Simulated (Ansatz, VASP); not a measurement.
# Two plane-wave programs on CsPbI2Br

The input POSCAR:

```
CsPbI2Br
1.0
    6.3651183266      0.0000000000      0.0000000000
    0.0000000000      6.3651183266      0.0000000000
    0.0000000000      0.0000000000      5.9242421253
Cs Pb I Br
1 1 2 1
Direct
    0.5000000000      0.5000000000      0.5000000000
    0.0000000000      0.0000000000      0.0000000000
    0.0000000000      0.5000000000      0.0000000000
    0.5000000000      0.0000000000      0.0000000000
    0.0000000000      0.0000000000      0.5000000000
```

Contents of INCAR.step1:

```
SYSTEM = CsPbI2Br
PREC     = Accurate       ! precision mode
ENCUT    = 520            ! plane-wave cutoff, eV
EDIFF    = 1E-5           ! SCF threshold, eV
ISMEAR   = 0              ! smearing method
SIGMA    = 0.01           ! smearing width, eV
LREAL    = .False.        ! projectors in reciprocal space
LASPH    = .True.         ! aspherical terms in the spheres
NELM     = 80             ! most SCF steps
ALGO     = Normal         ! electronic algorithm
ISIF     = 2              ! what is computed and relaxed
LWAVE    = .True.         ! write WAVECAR
LCHARG   = .False.        ! write CHGCAR
GGA      = PE             ! functional
NBANDS   = 30             ! bands
```

The input INCAR.step2:

```
SYSTEM = CsPbI2Br
PREC     = Accurate       ! precision mode
ENCUT    = 520            ! plane-wave cutoff, eV
EDIFF    = 1E-6           ! SCF threshold, eV
ISMEAR   = 0              ! smearing method
SIGMA    = 0.01           ! smearing width, eV
LREAL    = .False.        ! projectors in reciprocal space
LASPH    = .True.         ! aspherical terms in the spheres
NELM     = 80             ! most SCF steps
ALGO     = Normal         ! electronic algorithm
ISIF     = 2              ! what is computed and relaxed
LWAVE    = .False.        ! write WAVECAR
LCHARG   = .False.        ! write CHGCAR
GGA      = PE             ! functional
LHFCALC  = .True.         ! exact exchange
HFSCREEN = 0.2079         ! screening, 1/A
PRECFOCK = Fast         
ISTART   = 1            
NBANDS   = 30             ! bands
```

File KPOINTS:

```
regular mesh
0
Gamma
  2 2 2
  0 0 0
```

Input for Ansatz:

```yaml
crystal:
  lattice:
    - [6.3651183266, 0.0, 0.0]
    - [0.0, 6.3651183266, 0.0]
    - [0.0, 0.0, 5.9242421253]
  atoms:
    - { symbol: Cs, position: [0.5, 0.5, 0.5] }
    - { symbol: Pb, position: [0.0, 0.0, 0.0] }
    - { symbol: I, position: [0.0, 0.5, 0.0] }
    - { symbol: I, position: [0.5, 0.0, 0.0] }
    - { symbol: Br, position: [0.0, 0.0, 0.5] }
kpoints:
  mp_grid: { grid: [2, 2, 2] }
hamiltonian:
  xc: hse06
scf:
  occupations: { method: fixed }
  n_extra_bands: 5
output:
  forces: true
  stress: true
  eigenvalues: true
```

Alike in both runs: task single point; functional HSE06; k mesh 2 × 2 × 2; no spin polarisation.

|  | VASP | Ansatz |
| --- | --- | --- |
| version | VASP 6.6.1 | Ansatz 0.2.0 |
| potentials or method | VASP PAW PBE potentials, release 64 (Cs_sv, Pb_d, I, Br) | plane waves, PAW |
| plane-wave cutoff (eV) | 520 | 420 |
| occupations | gaussian, width 0.01 eV | fixed |
| valence electrons in the cell | 44 | 64 |

VASP gave:

```
gap on the k mesh at the Fermi level (eV) : 2.02
pressure (GPa)                            : 1.1
```

Estimate Ansatz's values.

gap on the k mesh at the Fermi level (eV): 2.01; pressure (GPa): 1.2.

VASP's potentials hold 44 valence electrons a cell and Ansatz's 64, so a difference there can come from the potentials and not from the codes. Ansatz's warnings: stress exchange threshold loose, stress scf threshold loose.

The k mesh is coarse, so the values compare programs but aren't converged. Spin-orbit coupling is off throughout.
